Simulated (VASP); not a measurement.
# SnTe (Fm-3m) in VASP: settings compared, part 2 of 2

VASP 6.6.1. Earlier steps stand in the parts before.

## Step 4: Single point, PBEsol, non-collinear spin, zero start, spin-orbit coupling

This run uses another cell than the first one, of 33.16 Å³/atom.

INCAR reads:

```
  PREC = Accurate
  ENCUT = 520
  EDIFF = 1E-7
  ISMEAR = -1
  SIGMA = 0.05
  LREAL = False
  LASPH = True
  NELM = 150
  ALGO = Normal
  ISIF = 2
  LWAVE = False
  LCHARG = True
  LNONCOLLINEAR = True
  MAGMOM = 0 0 0 0 0 0
  LORBIT = 11
  LSORBIT = True
  GGA_COMPAT = False
  LORBMOM = True
  GGA = PS
  LVHAR = True
  NBANDS = 32
```

KPOINTS reads:

```
regular mesh
0
Gamma
  7 7 7
```

POSCAR reads:

```
SnTe
1.0
    0.0000000000      3.2126470615      3.2126470615
    3.2126470615      0.0000000000      3.2126470615
    3.2126470615      3.2126470615      0.0000000000
Te Sn
1 1
Direct
    0.5000000000      0.5000000000      0.5000000000
    0.0000000000      0.0000000000      0.0000000000
```

Potentials or basis: VASP PAW PBE potentials, release 64 (Te, Sn_d).

Command:

```
cat potpaw_PBE.64/Te/POTCAR potpaw_PBE.64/Sn_d/POTCAR > POTCAR
mpirun -np 1 vasp_ncl > vasp.out
```

OUTCAR:

```text
PREC = Accurate
   ENCUT = 520
   EDIFF = 1E-7
   ISMEAR = -1
   LREAL = False
   LASPH = True
   NELM = 150
   ISIF = 2
   LNONCOLLINEAR = True
   LORBIT = 11
   LSORBIT = True
   GGA = PS

 ion  position               nearest neighbor table
   1  0.500  0.500  0.500-   2 3.21   2 3.21   2 3.21   2 3.21   2 3.21   2 3.21
   2  0.000  0.000  0.000-   1 3.21   1 3.21   1 3.21   1 3.21   1 3.21   1 3.21

  LATTYP: Found a face centered cubic cell.
 ALAT       =     6.4252941230

  Lattice vectors:

 A1 = (   0.0000000000,   3.2126470615,   3.2126470615)
 A2 = (   3.2126470615,   0.0000000000,   3.2126470615)
 A3 = (   3.2126470615,   3.2126470615,   0.0000000000)

Analysis of symmetry for initial positions (statically):
=====================================================================
 Subroutine PRICEL returns:
 Original cell was already a primitive cell.

 Routine SETGRP: Setting up the symmetry group for a
 face centered cubic supercell.

 Subroutine GETGRP returns: Found 48 space group operations
 (whereof 48 operations were pure point group operations)
 out of a pool of 48 trial point group operations.

The static configuration has the point symmetry O_h .

Analysis of symmetry for dynamics (positions and initial velocities):
=====================================================================
 Subroutine PRICEL returns:
 Original cell was already a primitive cell.

 Routine SETGRP: Setting up the symmetry group for a
 face centered cubic supercell.

 Subroutine GETGRP returns: Found 48 space group operations
 (whereof 48 operations were pure point group operations)
 out of a pool of 48 trial point group operations.

The dynamic configuration has the point symmetry O_h .

Analysis of structural, dynamic, and magnetic symmetry:
=====================================================================
 Subroutine PRICEL returns:
 Original cell was already a primitive cell.

 Routine SETGRP: Setting up the symmetry group for a
 face centered cubic supercell.

 Subroutine GETGRP returns: Found 48 space group operations
 (whereof 48 operations were pure point group operations)
 out of a pool of 48 trial point group operations.

The overall configuration has the point symmetry O_h .

 Subroutine INISYM returns: Found 48 space group operations
 (whereof 48 operations are pure point group operations),
 and found     1 'primitive' translations

----------------------------------------------------------------------------------------

                                     Primitive cell

  volume of cell :      66.3161

  direct lattice vectors                    reciprocal lattice vectors
     0.000000000  3.212647061  3.212647061    -0.155634899  0.155634899  0.155634899
     3.212647061  0.000000000  3.212647061     0.155634899 -0.155634899  0.155634899
     3.212647061  3.212647061  0.000000000     0.155634899  0.155634899 -0.155634899
[... 840 lines left out ...]

  FORCE on cell =-STRESS in cart. coord.  units (eV):
  Direction    XX          YY          ZZ          XY          YZ          ZX
  --------------------------------------------------------------------------------------
  -------------------------------------------------------------------------------------
  Total       -1.0996634     -1.0996634     -1.0996634      0.0000000      0.0000000      0.0000000
  in kB      -26.5675390    -26.5675390    -26.5675390      0.0000000      0.0000000      0.0000000
  external PRESSURE =     -26.5675390 kB  Pullay stress =       0.0000000 kB

 VOLUME and BASIS-vectors are now :
 -----------------------------------------------------------------------------
  energy-cutoff  :      520.00
  volume of cell :       66.32
      direct lattice vectors                 reciprocal lattice vectors
     0.000000000  3.212647061  3.212647061    -0.155634899  0.155634899  0.155634899
     3.212647061  0.000000000  3.212647061     0.155634899 -0.155634899  0.155634899
     3.212647061  3.212647061  0.000000000     0.155634899  0.155634899 -0.155634899

 POSITION                                       TOTAL-FORCE (eV/Angst)
 -----------------------------------------------------------------------------------
      3.21265      3.21265      3.21265         0.000000     -0.000000      0.000000
      0.00000      0.00000      0.00000        -0.000000      0.000000     -0.000000
 -----------------------------------------------------------------------------------
    total drift:                               -0.000000      0.000000      0.000000

  FREE ENERGIE OF THE ION-ELECTRON SYSTEM (eV)
  ---------------------------------------------------
  free  energy   TOTEN  =        -8.4559690680 eV

  energy  without entropy=       -8.4557325121  energy(sigma->0) =       -8.45585079

 orbital moment (x)

 # of ion     p       d       tot
 ----------------------------------------
  1        -0.000   0.000  -0.000
  2         0.000  -0.000  -0.000
 ----------------------------------------
           -0.000  -0.000  -0.000

 orbital moment (y)

 # of ion     p       d       tot
 ----------------------------------------
  1        -0.000  -0.000  -0.000
  2         0.000   0.000   0.000
 ----------------------------------------
           -0.000   0.000  -0.000

 orbital moment (z)

 # of ion     p       d       tot
 ----------------------------------------
  1         0.000   0.000   0.000
  2         0.000   0.000   0.000
 ----------------------------------------
            0.000   0.000   0.000

 Spin-Orbit-Coupling matrix elements

 Ion:    1  E_soc:     -0.2068280
 l=   1
     0.0000000    -0.0344617    -0.0344617
    -0.0344617     0.0000000    -0.0344617
    -0.0344617    -0.0344617     0.0000000
 l=   2
     0.0000000    -0.0000097     0.0000000    -0.0000097     0.0000001
    -0.0000097     0.0000000     0.0000001    -0.0000097     0.0000000
     0.0000000     0.0000001     0.0000000     0.0000001     0.0000000
    -0.0000097    -0.0000097     0.0000001     0.0000000     0.0000000
     0.0000001     0.0000000     0.0000000     0.0000000     0.0000000
 l=   3
     0.0000000     0.0000000     0.0000000     0.0000000     0.0000000     0.0000000     0.0000000
     0.0000000     0.0000000     0.0000000     0.0000000     0.0000000     0.0000000     0.0000000
     0.0000000     0.0000000     0.0000000     0.0000000     0.0000000     0.0000000     0.0000000
     0.0000000     0.0000000     0.0000000     0.0000000     0.0000000     0.0000000     0.0000000
     0.0000000     0.0000000     0.0000000     0.0000000     0.0000000     0.0000000     0.0000000
     0.0000000     0.0000000     0.0000000     0.0000000     0.0000000     0.0000000     0.0000000
     0.0000000     0.0000000     0.0000000     0.0000000     0.0000000     0.0000000     0.0000000

 Ion:    2  E_soc:     -0.0940251
 l=   1
     0.0000000    -0.0094844    -0.0094844
    -0.0094844     0.0000000    -0.0094844
    -0.0094844    -0.0094844     0.0000000
 l=   2
     0.0000000    -0.0012254     0.0000000    -0.0012254    -0.0049611
    -0.0012254     0.0000000    -0.0037208    -0.0012254    -0.0012403
     0.0000000    -0.0037208     0.0000000    -0.0037208     0.0000000
    -0.0012254    -0.0012254    -0.0037208     0.0000000    -0.0012403
    -0.0049611    -0.0012403     0.0000000    -0.0012403     0.0000000
 l=   3
     0.0000000     0.0000000     0.0000000     0.0000000     0.0000000     0.0000000     0.0000000
     0.0000000     0.0000000     0.0000000     0.0000000     0.0000000     0.0000000     0.0000000
     0.0000000     0.0000000     0.0000000     0.0000000     0.0000000     0.0000000     0.0000000
     0.0000000     0.0000000     0.0000000     0.0000000     0.0000000     0.0000000     0.0000000
     0.0000000     0.0000000     0.0000000     0.0000000     0.0000000     0.0000000     0.0000000
     0.0000000     0.0000000     0.0000000     0.0000000     0.0000000     0.0000000     0.0000000
     0.0000000     0.0000000     0.0000000     0.0000000     0.0000000     0.0000000     0.0000000

 total charge

# of ion       s       p       d       tot
------------------------------------------
    1        1.385   1.938   0.024   3.348
    2        1.363   0.704   9.977  12.044
--------------------------------------------------
tot          2.748   2.642  10.002  15.391

 magnetization (x)

# of ion       s       p       d       tot
------------------------------------------
    1       -0.000   0.000  -0.000  -0.000
    2       -0.000  -0.000   0.000  -0.000
--------------------------------------------------
tot         -0.000   0.000   0.000  -0.000

 magnetization (y)

# of ion       s       p       d       tot
------------------------------------------
    1       -0.000   0.000   0.000   0.000
    2        0.000   0.000   0.000   0.000
--------------------------------------------------
tot          0.000   0.000   0.000   0.000

 magnetization (z)

# of ion       s       p       d       tot
------------------------------------------
    1        0.000   0.000   0.000   0.000
    2       -0.000   0.000   0.000  -0.000
--------------------------------------------------
tot         -0.000   0.000   0.000  -0.000
```

OSZICAR:

```text
N       E                     dE             d eps       ncg     rms          rms(c)
DAV:   1     0.171987349623E+03    0.17199E+03   -0.90529E+03  1360   0.144E+03
DAV:   2     0.142956344132E+02   -0.15769E+03   -0.15164E+03  1288   0.421E+02
DAV:   3    -0.750594432588E+01   -0.21802E+02   -0.21439E+02  1552   0.134E+02
DAV:   4    -0.848778491147E+01   -0.98184E+00   -0.97961E+00  1496   0.302E+01
DAV:   5    -0.852751716924E+01   -0.39732E-01   -0.39731E-01  1864   0.606E+00    0.469E+00
DAV:   6    -0.845753288485E+01    0.69984E-01   -0.14253E-01  1640   0.314E+00    0.302E+00
DAV:   7    -0.845568748684E+01    0.18454E-02   -0.41124E-02  1576   0.113E+00    0.162E+00
DAV:   8    -0.845605251836E+01   -0.36503E-03   -0.18151E-03  1608   0.288E-01    0.502E-01
DAV:   9    -0.845592335295E+01    0.12917E-03   -0.10611E-03  1736   0.309E-01    0.111E-01
DAV:  10    -0.845596395843E+01   -0.40605E-04   -0.12071E-04  1488   0.718E-02    0.285E-02
DAV:  11    -0.845596752291E+01   -0.35645E-05   -0.71397E-06  1608   0.199E-02    0.154E-02
DAV:  12    -0.845596885872E+01   -0.13358E-05   -0.19386E-06  1296   0.984E-03    0.816E-03
DAV:  13    -0.845596922408E+01   -0.36536E-06   -0.12113E-07  1312   0.343E-03    0.249E-03
DAV:  14    -0.845596906571E+01    0.15837E-06   -0.39892E-08   960   0.145E-03    0.521E-04
DAV:  15    -0.845596906796E+01   -0.22501E-08   -0.51838E-09   760   0.725E-04
   1 F= -.84559691E+01 E0= -.84558508E+01  d E =-.236556E-03  mag=     0.0000     0.0000    -0.0000
```

It took 2.1 min on 1 thread of Intel Xeon Platinum 8175M at 2.50GHz (Skylake/Cascade Lake), shared host; peak memory 0.41 GiB.

What came out:

| Item | Value |
| --- | --- |
| Free energy | -8.4560 eV |
| Pressure | -2.7 GPa |
| Net moment | 0.00 μB per cell |
| Valence electrons inside the program's atomic spheres | Te 3.35; Sn 12.04 |

Moments on the atoms (μB; x, y, z):
```
Te  0.00 0.00 0.00
Sn  0.00 0.00 0.00
```

Caveat: this odd mesh misses L, so gap, dielectric constants and Born charges aren't listed; the PAW data sets were made with another functional, which shifts forces and pressure a little.

## Step 5: Single point, PBEsol

INCAR reads:

```
PREC = Accurate
ENCUT = 500
EDIFF = 1E-6
ISMEAR = 1
SIGMA = 0.05
LREAL = False
LASPH = True
NELM = 120
ALGO = Normal
ISIF = 2
LWAVE = False
LCHARG = False
GGA = PS
NBANDS = 17
GGA_COMPAT = False
```

KPOINTS reads:

```
Automatic mesh
0
Gamma
  7 7 7
```

POSCAR reads:

```
SnTe
1.0
    0.0000000000      3.1508500000      3.1508500000
    3.1508500000      0.0000000000      3.1508500000
    3.1508500000      3.1508500000      0.0000000000
Te Sn
1 1
Direct
    0.5000000000      0.5000000000      0.5000000000
    0.0000000000      0.0000000000      0.0000000000
```

Command:

```
cat potpaw_PBE.64/Te/POTCAR potpaw_PBE.64/Sn_d/POTCAR > POTCAR
mpirun -np 1 vasp_std > vasp.out
```

It took 7.7 s on 1 thread of Intel Xeon 6975P-C (Granite Rapids), shared host; peak memory 0.17 GiB.

Results (log left out):

```
Free energy : -8.3443 eV
Pressure    : -0.4 GPa
```

Levels at points of the mesh, in eV from the Fermi level:
```tsv
k point	band 8	band 9	band 10	band 11	band 12	band 13
(0.00, 0.00, 0.00)	-1.90	-1.90	-1.90	3.57	3.57	3.57
```

Caveat: this odd mesh misses L, so gap, dielectric constants and Born charges aren't listed; the PAW data sets were made with another functional, which shifts forces and pressure a little; spin-orbit coupling is left out, which moves the levels of the heavy elements.

## Step 6: Single point, r2SCAN+D4

POSCAR is that of step 5.

INCAR.step1 reads:

```
SYSTEM = SnTe
  ALGO = Normal
  EDIFF = 1E-5
  ENCUT = 550
  GGA = PE
  GGA_COMPAT = .False.
  ISMEAR = 0
  LASPH = .True.
  LCHARG = .False.
  LREAL = .False.
  LWAVE = .True.
  NBANDS = 17
  NELM = 120
  PREC = Accurate
  SIGMA = 0.01
```

INCAR.step2 reads:

```
SYSTEM = SnTe
  ALGO = Normal
  EDIFF = 1E-6
  ENCUT = 550
  GGA_COMPAT = .False.
  ISIF = 2
  ISMEAR = 0
  ISTART = 1
  IVDW = 13
  LASPH = .True.
  LCHARG = .False.
  LMIXTAU = .True.
  LREAL = .False.
  LWAVE = .False.
  METAGGA = R2SCAN
  NBANDS = 17
  NELM = 120
  PREC = Accurate
  SIGMA = 0.01
  VDW_A1 = 0.51559235
  VDW_A2 = 5.77342911
  VDW_S6 = 1.0
  VDW_S8 = 0.6018749
```

KPOINTS reads:

```
k-points
0
Gamma
  7 7 7
  0 0 0
```

Potentials or basis: VASP PAW PBE potentials, release 64 (Te, Sn_d).

Command:

```
cat potpaw_PBE.64/Te/POTCAR potpaw_PBE.64/Sn_d/POTCAR > POTCAR
cp INCAR.step1 INCAR
mpirun -np 1 vasp_std > vasp.out
cp INCAR.step2 INCAR
mpirun -np 1 vasp_std > vasp.out
```

It took 41 s on 1 thread of Intel Xeon 6975P-C (Granite Rapids), shared host; peak memory 0.22 GiB.

It converged, with:

| Property | Result |
| --- | --- |
| Free energy | -50.9731 eV |
| Pressure | 0.8 GPa |
| Dispersion energy per atom | -0.146 eV |

Levels at points of the mesh, in eV from the Fermi level:
| k point | band 6 | band 7 | band 8 | band 9 | band 10 | band 11 | band 12 | band 13 | band 14 | band 15 |
| --- | --- | --- | --- | --- | --- | --- | --- | --- | --- | --- |
| (0.00, 0.00, 0.00) | -13.35 | -4.58 | -2.34 | -2.34 | -2.34 | 3.59 | 3.59 | 3.59 | 5.11 | 5.11 |

Caveat: this odd mesh misses L, so gap, dielectric constants and Born charges aren't listed; the PAW data sets were made with another functional, which shifts forces and pressure a little; spin-orbit coupling is left out, which moves the levels of the heavy elements.

## Step 7: Summary

| level | spin | cell | k mesh | cutoff (eV) | smearing | grid for exact exchange (PRECFOCK) | share of exact exchange | pressure (GPa) | moment (μB) |
| --- | --- | --- | --- | --- | --- | --- | --- | --- | --- |
| PBE0 | non-collinear, zero start, SOC | a = 4.456 Å, angles 60.0°, 2 atoms | 3 × 3 × 3 | 520 | fermi-dirac 0.05 eV | Normal | 0.25 | 0.6 | 0.00 |
| PBEsol | non-collinear, zero start, SOC | a = 4.515 Å, angles 60.0°, 2 atoms | 7 × 7 × 7 | 520 | fermi-dirac 0.05 eV | - | - | -2.0 | 0.00 |
| PBEsol | non-collinear, zero start, SOC | a = 4.543 Å, angles 60.0°, 2 atoms | 7 × 7 × 7 | 520 | fermi-dirac 0.05 eV | - | - | -2.7 | 0.00 |
| PBEsol | off | a = 4.456 Å, angles 60.0°, 2 atoms | 7 × 7 × 7 | 500 | methfessel-paxton 0.05 eV | - | - | -0.4 | - |
| r2SCAN+D4 | off | a = 4.456 Å, angles 60.0°, 2 atoms | 7 × 7 × 7 | 550 | gaussian 0.01 eV | - | - | 0.8 | - |

Alike in all rows: task single point; potentials or basis VASP PAW PBE potentials, release 64 (Te, Sn_d).

Caveats: some runs use coarse meshes; the PAW data sets were made with another functional, which shifts forces and pressure a little; spin-orbit coupling is left out, which moves the levels of the heavy elements (at least some runs).

Absolute energies hang on the potentials; compare differences alone.
